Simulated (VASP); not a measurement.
# Al2O3 (Pnnm) in VASP: settings compared, part 3 of 4

VASP 6.6.1.

## Step 4: Single point, PBE

This run uses another cell than the first one, of 13.77 Å³/atom, 1.054 times its volume.

INCAR

```
SYSTEM = Al2O3
PREC     = Accurate       ! precision mode
ENCUT    = 520            ! plane-wave cutoff, eV
EDIFF    = 1E-6           ! SCF threshold, eV
ISMEAR   = 0              ! smearing method
SIGMA    = 0.011          ! smearing width, eV
LREAL    = .FALSE.        ! projectors in reciprocal space
LASPH    = .TRUE.         ! aspherical terms in the spheres
NELM     = 100            ! most SCF steps
ALGO     = Normal         ! electronic algorithm
ISIF     = 2              ! what is computed and relaxed
LWAVE    = .FALSE.        ! write WAVECAR
LCHARG   = .TRUE.         ! write CHGCAR
GGA      = PE             ! functional
LELF     = .TRUE.         ! ELF
LVHAR    = .TRUE.       
NBANDS   = 35             ! bands
```

KPOINTS

```
regular mesh
0
G
  6 3 9
  0 0 0
```

POSCAR

```
Al2O3
1.0
    4.6137770000      0.0000000000      0.0000000000
    0.0000000000      9.5632790000      0.0000000000
    0.0000000000      0.0000000000      3.1198620000
Al O
4 6
Direct
    0.9829750000      0.8245730000      0.0000000000
    0.0170250000      0.1754270000      0.0000000000
    0.4829750000      0.6754270000      0.5000000000
    0.5170250000      0.3245730000      0.5000000000
    0.5000000000      0.5000000000      0.5000000000
    0.1236350000      0.7530500000      0.5000000000
    0.3763650000      0.2530500000      0.0000000000
    0.6236350000      0.7469500000      0.0000000000
    0.0000000000      0.0000000000      0.0000000000
    0.8763650000      0.2469500000      0.5000000000
```

Potentials or basis: VASP PAW PBE potentials, release 64 (Al, O).

Run with:

```
cat potpaw_PBE.64/Al/POTCAR potpaw_PBE.64/O/POTCAR > POTCAR
mpirun -np 1 vasp_std > vasp.out
```

OUTCAR:

```text
SYSTEM = Al2O3
   PREC = Accurate
   ENCUT = 520
   EDIFF = 1E-6
   ISMEAR = 0
   LREAL = .FALSE.
   LASPH = .TRUE.
   NELM = 100
   ISIF = 2
   GGA = PE

 ion  position               nearest neighbor table
   1  0.983  0.825  0.000-   9 1.68   8 1.82   6 1.82   6 1.82   3 3.13   3 3.13   3 3.13   3 3.13
                             2 3.36
   2  0.017  0.175  0.000-   9 1.68   7 1.82  10 1.82  10 1.82   4 3.13   4 3.13   4 3.13   4 3.13
                             1 3.36
   3  0.483  0.675  0.500-   5 1.68   6 1.82   8 1.82   8 1.82   1 3.13   1 3.13   1 3.13   1 3.13
                             4 3.36
   4  0.517  0.325  0.500-   5 1.68  10 1.82   7 1.82   7 1.82   2 3.13   2 3.13   2 3.13   2 3.13
                             3 3.36
   5  0.500  0.500  0.500-   3 1.68   4 1.68
   6  0.124  0.753  0.500-   3 1.82   1 1.82   1 1.82
   7  0.376  0.253  0.000-   2 1.82   4 1.82   4 1.82
   8  0.624  0.747  0.000-   1 1.82   3 1.82   3 1.82
   9  0.000  0.000  0.000-   1 1.68   2 1.68
  10  0.876  0.247  0.500-   4 1.82   2 1.82   2 1.82

  LATTYP: Found a simple orthorhombic cell.
 ALAT       =     3.1198620000
 B/A-ratio  =     1.4788400897
 C/A-ratio  =     3.0652891057

  Lattice vectors:

 A1 = (   0.0000000000,   0.0000000000,   3.1198620000)
 A2 = (   4.6137770000,   0.0000000000,   0.0000000000)
 A3 = (   0.0000000000,   9.5632790000,   0.0000000000)

Analysis of symmetry for initial positions (statically):
=====================================================================
 Subroutine PRICEL returns:
 Original cell was already a primitive cell.

 Routine SETGRP: Setting up the symmetry group for a
 simple orthorhombic supercell.

 Subroutine GETGRP returns: Found  8 space group operations
 (whereof  4 operations were pure point group operations)
 out of a pool of  8 trial point group operations.

The static configuration has the point symmetry C_2h.
 The point group associated with its full space group is D_2h.

Analysis of symmetry for dynamics (positions and initial velocities):
=====================================================================
 Subroutine PRICEL returns:
 Original cell was already a primitive cell.

 Routine SETGRP: Setting up the symmetry group for a
 simple orthorhombic supercell.

 Subroutine GETGRP returns: Found  8 space group operations
 (whereof  4 operations were pure point group operations)
 out of a pool of  8 trial point group operations.

The dynamic configuration has the point symmetry C_2h.
 The point group associated with its full space group is D_2h.

 Subroutine INISYM returns: Found  8 space group operations
 (whereof  4 operations are pure point group operations),
 and found     1 'primitive' translations

----------------------------------------------------------------------------------------

                                     Primitive cell

  volume of cell :     137.6572

  direct lattice vectors                    reciprocal lattice vectors
     4.613777000  0.000000000  0.000000000     0.216742162  0.000000000  0.000000000
     0.000000000  9.563279000  0.000000000     0.000000000  0.104566645  0.000000000
     0.000000000  0.000000000  3.119862000     0.000000000  0.000000000  0.320526998
[... 58 lines left out ...]
  0.166667  0.000000  0.000000      2.000000
  0.333333  0.000000  0.000000      2.000000
  0.500000  0.000000  0.000000      1.000000
  0.000000  0.333333  0.000000      2.000000
  0.166667  0.333333  0.000000      4.000000
[... 16 lines left out ...]
  0.333333  0.333333  0.222222      8.000000
  0.500000  0.333333  0.222222      4.000000
 [... further k-points ...]
   k-points           NKPTS =     40   k-points in BZ     NKDIM =     40   number of bands    NBANDS=     35
   number of dos      NEDOS =    301   number of ions     NIONS =     10
   total plane-waves  NPLWV =  62208
   dimension x,y,z NGX =    36 NGY =   72 NGZ =   24
   dimension x,y,z NGXF=    72 NGYF=  144 NGZF=   48
   ions per type =               4   6
   NGX,Y,Z   is equivalent  to a cutoff of  12.97, 12.52, 12.79 a.u.
   NGXF,Y,Z  is equivalent  to a cutoff of  25.94, 25.03, 25.58 a.u.
 SYSTEM =  Al2O3
   PREC   = accura    normal or accurate (medium, high low for compatibility)
   ISTART =      0    job   : 0-new  1-cont  2-samecut
   ICHARG =      2    charge: 1-file 2-atom 10-const
   ISPIN  =      1    spin polarized calculation?
   LNONCOLLINEAR =      F non collinear calculations
   LSORBIT =      F    spin-orbit coupling
   LASPH  =      T    aspherical Exc in radial PAW
   ENCUT  =  520.0 eV  38.22 Ry    6.18 a.u.   8.58 17.78  5.80*2*pi/ulx,y,z
   NELM   =    100;   NELMIN=  2; NELMDL= -5     # of ELM steps
   EDIFF  = 0.1E-05   stopping-criterion for ELM
   LREAL  =      F    real-space projection
   EDIFFG = 0.1E-04   stopping-criterion for IOM
   NSW    =      0    number of steps for IOM
   IBRION =     -1    ionic relax: 0-MD 1-quasi-New 2-CG
   NFREE  =      0    steps in history (QN), initial steepest desc. (CG)
   ISIF   =      2    stress and relaxation
   ISYM   =      2    0-nonsym 1-usesym 2-fastsym
   POTIM  = 0.5000    time-step for ionic-motion
   TEBEG  =    0.0;   TEEND  =   0.0 temperature during run
   PSTRESS=    0.0 pullay stress
   NELECT =      48.0000    total number of electrons
   NUPDOWN=      -1.0000    fix difference up-down
   EMIN   =  10.00;   EMAX   =-10.00  energy-range for DOS
   EFERMI =   0.00;   METHOD = LEGACY
   ISMEAR =     0;   SIGMA  =   0.01  broadening in eV -4-tet -1-fermi 0-gaus
   EFERMI_NEDOS =   21; number of points for ismear=-14 and -15
   IALGO  =     38    algorithm
   IMIX   =      4    mixing-type and parameters
     AMIX     =   0.40;   BMIX     =  1.00
     AMIX_MAG =   1.60;   BMIX_MAG =  1.00
  volume/ion in A,a.u.               =      13.77        92.90
  Fermi-wavevector in a.u.,A,eV,Ry     =   1.152274  2.177482 18.064926  1.327735
  Thomas-Fermi vector in A             =   2.288926
   LORBIT       =      0    0 simple, 1 ext, 2 COOP (PROOUT), +10 PAW based schemes
   GGA     = PE    functional components
   LHFCALC =     F    Hartree Fock is set to
   AEXX    =    0.0000 exact exchange contribution
   IVDW    =     0    specifies the selected vdW correction
   LEPSILON=     F    determine dielectric tensor
   LRPA    =     F    only Hartree local field effects (RPA)
 non-spin polarized calculation
 Gauss-broadening in eV      SIGMA  =   0.01
  energy-cutoff  :      520.00
  volume of cell :      137.66
 maximum number of plane-waves:      3737
 NGX is ok and might be reduce to    36
   NGX = 17   NGY = 35   NGZ = 11

 number of electron      48.0000028 magnetization

 Free energy of the ion-electron system (eV)
  ---------------------------------------------------
  ext. energy  EPLUGINS =         0.00000000
  ---------------------------------------------------
  free energy    TOTEN  =       -73.85329701 eV

  energy without entropy =      -73.85329701  energy(sigma->0) =      -73.85329701

 E-fermi :   1.9915     XC(G=0):  -8.7577

 val. band max:        1.8683101404   @ k =   0.0000   0.0000   0.0000
 cond. band min:       5.3778951683   @ k =   0.0000   0.0000   0.0000
 fundamental gap:      3.5095850279
 Fermi energy:         1.9914910874

 k-point     1 :       0.0000    0.0000    0.0000
  band No.  band energies     occupation
      1     -17.0817      2.00000
      2     -17.0091      2.00000
      3     -15.7620      2.00000
      4     -15.7360      2.00000
      5     -14.4635      2.00000
      6     -14.3502      2.00000
[... 901 lines left out ...]
     34      12.4739      0.00000
     35      12.6588      0.00000

 [... further k-points ...]
[... 5 lines left out ...]
  --------------------------------------------------------------------------------------
  -------------------------------------------------------------------------------------
  Total        0.9907860      1.5580706     -2.6889739      0.0000000      0.0000000      0.0000000
  in kB       11.5316551     18.1342216    -31.2966864      0.0000000      0.0000000      0.0000000
  external PRESSURE =      -0.5436033 kB  Pullay stress =       0.0000000 kB

 VOLUME and BASIS-vectors are now :
 -----------------------------------------------------------------------------
  energy-cutoff  :      520.00
  volume of cell :      137.66
      direct lattice vectors                 reciprocal lattice vectors
     4.613777000  0.000000000  0.000000000     0.216742162  0.000000000  0.000000000
     0.000000000  9.563279000  0.000000000     0.000000000  0.104566645  0.000000000
     0.000000000  0.000000000  3.119862000     0.000000000  0.000000000  0.320526998

 POSITION                                       TOTAL-FORCE (eV/Angst)
 -----------------------------------------------------------------------------------
      4.53523      7.88562      0.00000        -0.054331     -0.053029      0.000000
      0.07855      1.67766      0.00000         0.054331      0.053029      0.000000
      2.22834      6.45930      1.55993        -0.054331      0.053029      0.000000
      2.38544      3.10398      1.55993         0.054331     -0.053029      0.000000
      2.30689      4.78164      1.55993         0.000000      0.000000      0.000000
      0.57042      7.20163      1.55993         0.156827     -0.108479      0.000000
      1.73646      2.41999      0.00000        -0.156827     -0.108479      0.000000
      2.87731      7.14329      0.00000         0.156827      0.108479     -0.000000
      0.00000      0.00000      0.00000         0.000000      0.000000      0.000000
      4.04335      2.36165      1.55993        -0.156827      0.108479      0.000000
 -----------------------------------------------------------------------------------
    total drift:                                0.000000     -0.000000     -0.000000

  FREE ENERGIE OF THE ION-ELECTRON SYSTEM (eV)
  ---------------------------------------------------
  free  energy   TOTEN  =       -73.8532970139 eV

  energy  without entropy=      -73.8532970139  energy(sigma->0) =      -73.85329701
```

It took 2.8 min on 1 thread of AMD EPYC 7R13 (Zen 3), shared host; peak memory 0.28 GiB.

Results:

```yaml
Free_energy: -73.8533 eV
Pressure: -0.1 GPa
Largest_force: 0.191 eV/Å
Band_gap_on_the_k_mesh: 3.51 eV, direct
```

Forces on the atoms (eV/Å):
```
Al  -0.054 -0.053  0.000
Al   0.054  0.053  0.000
Al  -0.054  0.053  0.000
Al   0.054 -0.053  0.000
O    0.000  0.000  0.000
O    0.157 -0.108  0.000
O   -0.157 -0.108  0.000
O    0.157  0.108  0.000
O    0.000  0.000  0.000
O   -0.157  0.108  0.000
```

Stress tensor (GPa, compression positive):
```
 1.15  0.00  0.00
 0.00  1.81  0.00
 0.00  0.00 -3.13
```

(Part 3 of 4 ends here.)
